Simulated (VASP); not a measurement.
A run of VASP 6.6.1 is set up as follows.

File INCAR:

```
SYSTEM = OsO
PREC = Accurate
ENCUT = 600
EDIFF = 1E-6
ISMEAR = 0
SIGMA = 0.1
LREAL = .False.
LASPH = .True.
NELM = 100
ALGO = Normal
ISIF = 3
LWAVE = .False.
LCHARG = .False.
GGA = PE
IBRION = 2
NSW = 90
EDIFFG = -0.04
```

The input KPOINTS:

```
regular mesh
0
Gamma
  6 6 6
  0 0 0
```

Contents of POSCAR:

```
OsO
1.0
    0.0000000000      2.2669384653      2.2669384653
    2.2669384653      0.0000000000      2.2669384653
    2.2669384653      2.2669384653      0.0000000000
Os O
1 1
Direct
    0.0000000000      0.0000000000      0.0000000000
    0.7500000000      0.7500000000      0.7500000000
```

Potentials or basis: VASP PAW PBE potentials, release 64 (Os, O).

The run is started by

```console
$ cat potpaw_PBE.64/Os/POTCAR potpaw_PBE.64/O/POTCAR > POTCAR
$ mpirun -np 1 vasp_std > vasp.out
```

(1) Predict the relaxed volume.

(2) Predict the band gap on the k mesh.

(3) Predict the space group after relaxing (to 0.1 Å).

(4) What does it give for the relaxed cell?

## Answers

(1) 12.63 Å³/atom.

(2) 0.17 eV (least direct gap 0.95 eV).

(3) F-43m (No. 216).

(4) a = 3.293 Å, b = 3.293 Å, c = 3.293 Å, α = 60.00°, β = 60.00°, γ = 60.00°.

Caveat: spin-orbit coupling is left out, which moves the levels of the heavy elements.
